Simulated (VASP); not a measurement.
# Si3H2C4 in VASP: a series of runs, part 3 of 3

VASP 6.6.1.

## 4. Single point, LDA

INCAR

```
SYSTEM = Si3H2C4
PREC     = Accurate       ! precision mode
ENCUT    = 520            ! plane-wave cutoff, eV
EDIFF    = 1E-6           ! SCF threshold, eV
ISMEAR   = 0              ! smearing method
SIGMA    = 0.05           ! smearing width, eV
LREAL    = Auto         
LASPH    = .True.         ! aspherical terms in the spheres
NELM     = 60             ! most SCF steps
ALGO     = Normal         ! electronic algorithm
ISIF     = 2              ! what is computed and relaxed
LWAVE    = .False.        ! write WAVECAR
LCHARG   = .False.        ! write CHGCAR
LDIPOL   = .True.       
IDIPOL   = 3            
DIPOL    = 0.5 0.5 0.350
NBANDS   = 45             ! bands
```

KPOINTS

```
regular mesh
0
Gamma
  4 8 1
  0 0 0
```

POSCAR

```
Si3H2C4
1.0
    6.1223116280      0.0000000000      0.0000000000
    0.0000000000      3.0611558140      0.0000000000
    0.0000000000      0.0000000000     19.9960979072
C Si H
8 6 4
Direct
    0.5000000000      0.5000000000      0.2326656844
    0.0000000000      0.5000000000      0.2326656844
    0.7500000000      0.0000000000      0.3409150060
    0.2500000000      0.0000000000      0.3409150060
   -0.0095151866      0.5000000000      0.4580143974
    0.5069294005      0.5000000000      0.4388936583
    0.3890668909      0.0000000000      0.5313750920
    0.6053125698      0.0000000000      0.5529292973
    0.2500000000      0.5000000000      0.2867903452
    0.7500000000      0.5000000000      0.2867903452
    0.5021418856      0.0000000000      0.3902953912
   -0.0051953738      0.0000000000      0.3986869685
    0.7147532285      0.5000000000      0.5091860958
    0.2679630617      0.5000000000      0.4975832896
    0.5000000000      0.2236746754      0.1987605550
    0.5000000000      0.7763253246      0.1987605550
    0.0000000000      0.7759774367      0.1986431602
    0.0000000000      0.2240225633      0.1986431602
```

Potentials or basis: VASP PAW LDA potentials, release 64 (C, Si, H).

Started as:

```sh
$ cat potpaw_LDA.64/C/POTCAR potpaw_LDA.64/Si/POTCAR potpaw_LDA.64/H/POTCAR > POTCAR
$ mpirun -np 1 vasp_std > vasp.out
```

OUTCAR:

```text
SYSTEM = Si3H2C4
   PREC = Accurate
   ENCUT = 520
   EDIFF = 1E-6
   ISMEAR = 0
   LREAL = Auto
   LASPH = .True.
   NELM = 60
   ISIF = 2

 ion  position               nearest neighbor table
   1  0.500  0.500  0.233-  15 1.08  16 1.08   9 1.87  10 1.87
   2  0.000  0.500  0.233-  17 1.08  18 1.08   9 1.87  10 1.87
   3  0.750  0.000  0.341-  11 1.81  10 1.87  10 1.87  12 1.89
   4  0.250  0.000  0.341-  11 1.83   9 1.87   9 1.87  12 1.94
   5  0.990  0.500  0.458-  14 1.87  12 1.94  12 1.94  13 1.97
   6  0.507  0.500  0.439-  11 1.81  11 1.81  14 1.88  13 1.90
   7  0.389  0.000  0.531-   8 1.39  14 1.83  14 1.83  13 2.55  13 2.55
   8  0.605  0.000  0.553-   7 1.39  13 1.89  13 1.89
   9  0.250  0.500  0.287-   4 1.87   4 1.87   1 1.87   2 1.87  11 3.00  11 3.00  10 3.06  10 3.06
                            12 3.13  12 3.13
  10  0.750  0.500  0.287-   3 1.87   3 1.87   1 1.87   2 1.87  11 2.99  11 2.99   9 3.06   9 3.06
                            12 3.10  12 3.10
  11  0.502  0.000  0.390-   3 1.81   6 1.81   6 1.81   4 1.83  10 2.99  10 2.99  14 3.00  14 3.00
                             9 3.00   9 3.00  12 3.02  12 3.11  13 3.11  13 3.11
  12  0.995  0.000  0.399-   3 1.89   5 1.94   5 1.94   4 1.94  14 3.01  14 3.01  11 3.02  10 3.10
                            10 3.10  11 3.11   9 3.13   9 3.13
  13  0.715  0.500  0.509-   8 1.89   8 1.89   6 1.90   5 1.97   7 2.55   7 2.55  14 2.75  11 3.11
                            11 3.11
  14  0.268  0.500  0.498-   7 1.83   7 1.83   5 1.87   6 1.88  13 2.75  11 3.00  11 3.00  12 3.01
                            12 3.01
  15  0.500  0.224  0.199-   1 1.08
  16  0.500  0.776  0.199-   1 1.08
  17  0.000  0.776  0.199-   2 1.08
  18  0.000  0.224  0.199-   2 1.08

  LATTYP: Found a simple orthorhombic cell.
 ALAT       =     3.0611558140
 B/A-ratio  =     2.0000000000
 C/A-ratio  =     6.5322051938

  Lattice vectors:

 A1 = (   0.0000000000,  -3.0611558140,   0.0000000000)
 A2 = (   6.1223116280,   0.0000000000,   0.0000000000)
 A3 = (   0.0000000000,   0.0000000000,  19.9960979072)

Analysis of symmetry for initial positions (statically):
=====================================================================
 Subroutine PRICEL returns:
 Original cell was already a primitive cell.

[... 181 lines left out ...]

 dipolmoment           0.000000      0.000000     -0.003650 electrons x Angstroem

 number of electron      60.0000001 magnetization

 dipolmoment           0.000000      0.000000      0.161731 electrons x Angstroem

 Free energy of the ion-electron system (eV)
  ---------------------------------------------------
  ext. energy  EPLUGINS =         0.00000000
  ---------------------------------------------------
  free energy    TOTEN  =      -128.97247730 eV

  energy without entropy =     -128.97110167  energy(sigma->0) =     -128.97178948

 E-fermi :   0.8405     XC(G=0):  -5.3552

 val. band max:        0.8044562423   @ k =   0.0000   0.5000   0.0000
 cond. band min:       0.8703834358   @ k =   0.5000   0.0000   0.0000
 fundamental gap:      0.0659271935
 Fermi energy:         0.8404719037

 k-point     1 :       0.0000    0.0000    0.0000
  band No.  band energies     occupation
      1     -16.0115      2.00000
      2     -14.9394      2.00000
      3     -13.5340      2.00000
      4     -12.6002      2.00000
      5     -12.3938      2.00000
      6     -12.3490      2.00000
[... 664 lines left out ...]
     41       5.8840      0.00000
     42       6.6638      0.00000
 [bands above 42 left out]

------------------------ aborting loop because EDIFF is reached ----------------------------------------

 vacuum level on the upper side and lower side of the slab       (xc-potential included)         0.612        -0.888

  FORCE on cell =-STRESS in cart. coord.  units (eV):
  Direction    XX          YY          ZZ          XY          YZ          ZX
  --------------------------------------------------------------------------------------
  -------------------------------------------------------------------------------------
  Total       -2.2437204     15.7889094      0.5047537      0.0000000      0.0000000      0.0251604
  in kB       -9.5925307     67.5019924      2.1579629      0.0000000      0.0000000      0.1075679
  external PRESSURE =      20.0224749 kB  Pullay stress =       0.0000000 kB

 VOLUME and BASIS-vectors are now :
 -----------------------------------------------------------------------------
  energy-cutoff  :      520.00
  volume of cell :      374.75
      direct lattice vectors                 reciprocal lattice vectors
     6.122311628  0.000000000  0.000000000     0.163336998  0.000000000  0.000000000
     0.000000000  3.061155814  0.000000000     0.000000000  0.326673995  0.000000000
     0.000000000  0.000000000 19.996097907     0.000000000  0.000000000  0.050009757

 POSITION                                       TOTAL-FORCE (eV/Angst)
 -----------------------------------------------------------------------------------
      3.06116      1.53058      4.65241         0.002970      0.000000      0.798998
      0.00000      1.53058      4.65241         0.000425      0.000000      0.581620
      4.59173      0.00000      6.81697         1.089608      0.000000     -0.750738
      1.53058      0.00000      6.81697        -1.098573      0.000000     -0.008271
      6.06406      1.53058      9.15850         0.007971      0.000000      0.017370
      3.10358      1.53058      8.77616         0.014653      0.000000     -0.024054
[... 10 lines left out ...]
      0.00000      2.37539      3.97209         0.003848      0.035387     -0.029654
      0.00000      0.68577      3.97209         0.003848     -0.035387     -0.029654
 -----------------------------------------------------------------------------------
    total drift:                               -0.011169     -0.000000     -0.014382

  FREE ENERGIE OF THE ION-ELECTRON SYSTEM (eV)
  ---------------------------------------------------
  free  energy   TOTEN  =      -128.9724772954 eV

  energy  without entropy=     -128.9711016728  energy(sigma->0) =     -128.97178948

 vacuum level on the upper side and lower side of the slab         5.753         4.203
```

It took 3.9 min on 1 thread of Intel Xeon 6975P-C (Granite Rapids), shared host; peak memory 0.42 GiB.

What came out:

| Item | Value |
| --- | --- |
| Free energy | -128.9725 eV |
| Largest force | 2.985 eV/Å |
| Band gap on the k mesh | zero (band 30 reaches 0.87 eV, above the bottom of band 31 at 0.80 eV) |

Forces in eV/Å, atoms in the order of the input:
```
C    0.003  0.000  0.799
C    0.000  0.000  0.582
C    1.090  0.000 -0.751
C   -1.099  0.000 -0.008
C    0.008  0.000  0.017
C    0.015  0.000 -0.024
C   -0.078  0.000  2.984
C    0.074  0.000 -2.224
Si  -0.507  0.000 -0.610
Si   0.505  0.000 -0.651
Si   0.009  0.000 -0.002
Si  -0.008  0.000 -0.003
Si   0.006  0.000 -0.009
Si  -0.023  0.000  0.015
H   -0.001 -0.035 -0.027
H   -0.001  0.035 -0.027
H    0.004  0.035 -0.030
H    0.004 -0.035 -0.030
```

## 5. Single point, LDA

INCAR

```
PREC = Accurate
ENCUT = 520
EDIFF = 1E-6
ISMEAR = 0
SIGMA = 0.05
LREAL = Auto
LASPH = True
NELM = 60
ALGO = Normal
ISIF = 2
LWAVE = False
LCHARG = False
LDIPOL = True
IDIPOL = 3
DIPOL = 0.5 0.5 0.351
GGA = CA
NBANDS = 45
```

KPOINTS

```
Automatic mesh
0
Gamma
  4 8 1
```

POSCAR

```
Si3H2C4
1.0
    6.1223116280      0.0000000000      0.0000000000
    0.0000000000      3.0611558140      0.0000000000
    0.0000000000      0.0000000000     19.9960979072
C Si H
8 6 4
Direct
    0.5000000000      0.5000000000      0.2326656844
    0.0000000000      0.5000000000      0.2326656844
    0.7500000000      0.0000000000      0.3409150060
    0.2500000000      0.0000000000      0.3409150060
   -0.0087701673      0.5000000000      0.4606017018
    0.5064230188      0.5000000000      0.4422979930
    0.3880763518      0.0000000000      0.5386765165
    0.6049947920      0.0000000000      0.5598806535
    0.2500000000      0.5000000000      0.2867903452
    0.7500000000      0.5000000000      0.2867903452
    0.5021623665      0.0000000000      0.3920967217
   -0.0050679449      0.0000000000      0.4002245202
    0.7138436783      0.5000000000      0.5134021559
    0.2691740835      0.5000000000      0.5017592010
    0.5000000000      0.2236746754      0.1987605550
    0.5000000000      0.7763253246      0.1987605550
    0.0000000000      0.7759774367      0.1986431602
    0.0000000000      0.2240225633      0.1986431602
```

Started as:

```sh
$ cat potpaw_LDA.64/C/POTCAR potpaw_LDA.64/Si/POTCAR potpaw_LDA.64/H/POTCAR > POTCAR
$ mpirun -np 1 vasp_std > vasp.out
```

It took 3.6 min on 1 thread of Intel Xeon 6975P-C (Granite Rapids), shared host; peak memory 0.42 GiB.

Results (log left out):

```yaml
Free_energy: -129.0107 eV
Largest_force: 2.755 eV/Å
Band_gap_on_the_k_mesh: zero (band 30 reaches 1.04 eV, above the bottom of band 31 at 0.74 eV)
```

Forces on the atoms (eV/Å):
```
C    0.003  0.000  0.796
C   -0.001  0.000  0.599
C    0.894  0.000 -0.191
C   -0.893  0.000  0.442
C   -0.002  0.000  0.038
C    0.000  0.000 -0.015
C   -0.051  0.000  2.289
C    0.069  0.000 -2.754
Si  -0.468  0.000 -0.510
Si   0.466  0.000 -0.558
Si   0.001  0.000 -0.004
Si  -0.004  0.000 -0.012
Si   0.014  0.000 -0.008
Si  -0.032  0.000  0.000
H   -0.001 -0.035 -0.029
H   -0.001  0.035 -0.029
H    0.003  0.034 -0.027
H    0.003 -0.034 -0.027
```

Levels at points of the mesh, in eV from the Fermi level:
| k point | band 26 | band 27 | band 28 | band 29 | band 30 | band 31 | band 32 | band 33 | band 34 | band 35 |
| --- | --- | --- | --- | --- | --- | --- | --- | --- | --- | --- |
| (0.00, 0.00, 0.00) | -2.21 | -1.85 | -1.80 | -1.54 | -0.13 | 0.56 | 1.08 | 2.50 | 2.71 | 3.17 |
| (0.50, 0.00, 0.00) | -2.75 | -2.06 | -1.78 | -1.77 | 0.05 | 0.53 | 2.26 | 2.79 | 2.82 | 3.28 |
| (0.00, 0.50, 0.00) | -3.00 | -2.53 | -2.27 | -2.17 | -1.83 | -0.24 | 1.25 | 2.34 | 2.97 | 3.29 |
| (0.50, 0.50, 0.00) | -4.09 | -3.60 | -3.30 | -2.68 | -2.43 | 0.46 | 2.08 | 2.41 | 2.84 | 3.10 |
